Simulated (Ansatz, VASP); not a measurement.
# One calculation of Al3GaN4, two programs

```
CELL_PARAMETERS angstrom
4.49526 0.08087 0.08087
0.08087 4.49526 0.08087
0.08087 0.08087 4.49526
ATOMIC_POSITIONS crystal
Al 0.50000 0.50000 0.00000
Al 0.50000 0.00000 0.50000
Al 0.00000 0.50000 0.50000
Ga 0.00000 0.00000 0.00000
N 0.74471 0.74471 0.25529
N 0.74471 0.25529 0.74471
N 0.25529 0.74471 0.74471
N 0.25529 0.25529 0.25529
```

Change from the starting cell: equal engineering shear yz, xz and xy +0.0367, equal normal strain along x, y and z +0.0200.

Alike in both runs: task single point; functional PBEsol; k mesh 6 × 6 × 6; occupations gaussian, width 0.05 eV; no spin polarisation.

|  | VASP | Ansatz |
| --- | --- | --- |
| version | VASP 6.6.1 | Ansatz 0.2.0 |
| potentials or method | VASP PAW PBE potentials, release 64 (Al, Ga_d, N), cutoff 520 eV | scalar-relativistic, plane waves, PAW |
| valence electrons in the cell | 42 | 42 |

```csv
,VASP,Ansatz,Ansatz less VASP
gap on the k mesh at the Fermi level (eV),2.80,2.79,-0.010
least direct gap on the mesh (eV),2.80,2.79,-0.010
pressure (GPa),-9.7,-9.6,+0.11
"traceless stress, the component that is largest in VASP (GPa)",-6.18,-6.13,+0.051
rms of the force components (eV/Å),0.149,0.148,-0.0015
```

VASP's potentials were made for PBE, not for PBEsol. Atom by atom the forces differ by 0.004 eV/Å (rms over components). With one functional, cell and mesh, what is left measures potentials, basis and numerics.
